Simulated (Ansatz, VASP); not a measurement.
## Mg3MnF8: VASP beside Ansatz

```
Mn Mg F
1.0
     4.62300    0.00000    0.00000
     0.00000    4.62300    0.00000
     0.00000    0.00000    6.10400
Mn Mg F
1 3 8
Cartesian
  0.0000 4.6230 0.0000
  0.0000 4.6230 3.0520
  2.3115 2.3115 1.5580
  2.3115 2.3115 4.5460
  1.4487 1.4487 0.0000
  1.3919 1.3919 3.0520
  0.9380 3.6850 1.6121
  0.9380 3.6850 4.4919
  3.1743 3.1743 0.0000
  3.2311 3.2311 3.0520
  3.6850 0.9380 1.6121
  3.6850 0.9380 4.4919
```

Alike in both runs: task single point; functional PBEsol; k mesh 4 × 4 × 3; occupations gaussian, width 0.05 eV; no spin polarisation; Hubbard terms Mn d U = 3.5 eV.

|  | VASP | Ansatz |
| --- | --- | --- |
| version | VASP 6.6.1 | Ansatz 0.2.0 |
| potentials or method | VASP PAW PBE potentials, release 64 (Mn_pv, Mg, F), cutoff 600 eV | scalar-relativistic, plane waves, PAW |
| valence electrons in the cell | 75 | 101 |

|  | VASP | Ansatz | Ansatz less VASP |
| --- | --- | --- | --- |
| gap on the k mesh at the Fermi level (eV) | none | none | - |
| pressure (GPa) | 0.2 | 0.5 | +0.38 |
| traceless stress, the component that is largest in VASP (GPa) | -0.88 | -1.13 | -0.243 |
| rms of the force components (eV/Å) | 0.389 | 0.431 | +0.0420 |

VASP's potentials were made for PBE, not for PBEsol. The programs project onto different local orbitals, so the same U acts differently, and such runs can settle in different states. Atom by atom the forces differ by 0.043 eV/Å (rms over components). A gap of «none» marks a metal or a gap that the smearing closes. VASP's potentials hold 75 valence electrons a cell and Ansatz's 101, so a difference there can come from the potentials and not from the codes. Ansatz's warnings: filled band counts differ across k points.
